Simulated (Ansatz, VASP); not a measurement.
# Hf in VASP and in Ansatz

Contents of INCAR:

```
PREC     = Accurate       # precision mode
ENCUT    = 520            # plane-wave cutoff, eV
EDIFF    = 1E-8           # SCF threshold, eV
ISMEAR   = -1             # smearing method
SIGMA    = 0.03           # smearing width, eV
LREAL    = F              # projectors in reciprocal space
LASPH    = T              # aspherical terms in the spheres
NELM     = 100            # most SCF steps
ALGO     = Normal         # electronic algorithm
ISIF     = 2              # what is computed and relaxed
LWAVE    = F              # write WAVECAR
LCHARG   = F              # write CHGCAR
GGA      = PS             # functional
LEFG     = T            
NBANDS   = 11             # bands
```

File KPOINTS:

```
Automatic mesh
0
Gamma
  16 16 16
```

The input POSCAR:

```
Hf
1.0
    0.0000000000      2.2347024152      2.2347024152
    2.2347024152      0.0000000000      2.2347024152
    2.2347024152      2.2347024152      0.0000000000
Hf
1
Direct
    0.0000000000      0.0000000000      0.0000000000
```

Input for Ansatz:

```yaml
crystal:
  lattice:
    - [0.0, 2.2347024152, 2.2347024152]
    - [2.2347024152, 0.0, 2.2347024152]
    - [2.2347024152, 2.2347024152, 0.0]
  atoms:
    - { symbol: Hf, position: [0.0, 0.0, 0.0] }
kpoints:
  mp_grid: { grid: [16, 16, 16] }
scf:
  occupations: { method: fermi_dirac, width: 0.03 }
hamiltonian:
  xc: pbesol
  pseudopotentials: { kind: paw }
output:
  forces: true
  stress: true
  eigenvalues: true
  efg: { contact_densities: true }
```

Change from the starting cell: volume scaled by 1.02, PAW files.

Alike in both runs: task electric field gradients; functional PBEsol; k mesh 16 × 16 × 16; occupations fermi-dirac, width 0.03 eV; no spin polarisation.

```csv
,VASP,Ansatz
version,VASP 6.6.1,Ansatz 0.2.0
potentials or method,"VASP PAW PBE potentials, release 64 (Hf_pv)","PAW with Ansatz's default frozen-core files, scalar-relativistic"
plane-wave cutoff (eV),520,420
valence electrons in the cell,10,26
```

VASP gave:

- pressure (GPa): -4.0

Question: What did Ansatz give for the same quantities?

Answer: Pressure (GPa): -3.5.

VASP's potentials were made for PBE, not for PBEsol. VASP's potentials hold 10 valence electrons a cell and Ansatz's 26, so a difference there can come from the potentials and not from the codes.

Neither program's run includes spin-orbit coupling.
